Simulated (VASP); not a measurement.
A run of VASP 6.6.1 is set up as follows.

Contents of INCAR:

```
PREC = Accurate
ENCUT = 520
EDIFF = 1E-6
ISMEAR = 0
SIGMA = 0.15
LREAL = F
LASPH = T
NELM = 60
ALGO = Normal
ISIF = 2
LWAVE = F
LCHARG = T
GGA = CA
LELF = T
LVHAR = T
NBANDS = 7
```

File KPOINTS:

```
regular mesh
0
Gamma
  18 18 18
```

File POSCAR:

```
Mg
1.0
    0.0000000000      2.4967348000      2.2442560000
    2.4967348000      0.0000000000      2.2442560000
    2.4967348000      2.4967348000      0.0000000000
Mg
1
Direct
    0.0000000000      0.0000000000      0.0000000000
```

Potentials or basis: VASP PAW LDA potentials, release 64 (Mg).

The run is started by

```console
$ cat potpaw_LDA.64/Mg/POTCAR > POTCAR
$ mpirun -np 1 vasp_std > vasp.out
```

(1) Estimate the pressure.

(2) Predict the band gap on the k mesh.

## Answers

(1) -6.0 GPa.

(2) zero (band 1 reaches 2.84 eV, above the bottom of band 2 at 0.21 eV).

Caveat: the cell differs from its parent crystal (strain +0.1125 x Voigt [1, 1, 0, 0, 0, 0]).
